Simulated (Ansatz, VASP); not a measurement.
BiSb2Se: VASP beside Ansatz

```xyz
4
Lattice="3.3333 0.0000 0.0000 -1.6667 2.8867 0.0000 0.0000 0.0000 12.0354" Properties=species:S:1:pos:R:3 pbc="T T T"
Sb    0.0000    0.0000    2.7943
Sb    0.0000    0.0000    9.2411
Bi    0.0000    0.0000    6.0177
Se    0.0000    0.0000    0.0000
```

Alike in both runs: functional PBE; k mesh 18 × 18 × 4; occupations gaussian, width 0.1 eV; no spin polarisation.

Ansatz relaxed the structure, and its values are those at the end. VASP's run is a single point on that final structure, the one shown.

|  | VASP | Ansatz |
| --- | --- | --- |
| version | VASP 6.6.1 | Ansatz 0.2.0 |
| potentials or method | VASP PAW PBE potentials, release 64 (Sb, Bi_d, Se), cutoff 520 eV | scalar-relativistic, plane waves, PAW |
| valence electrons in the cell | 31 | 61 |

|  | VASP | Ansatz | Ansatz less VASP |
| --- | --- | --- | --- |
| gap on the k mesh at the Fermi level (eV) | none | none | - |
| pressure (GPa) | -0.1 | 0.0 | +0.07 |

A gap of «none» marks a metal or a gap that the smearing closes. With one functional, cell and mesh, what is left measures potentials, basis and numerics. VASP's potentials hold 31 valence electrons a cell and Ansatz's 61, so a difference there can come from the potentials and not from the codes.

Neither program's run includes spin-orbit coupling.
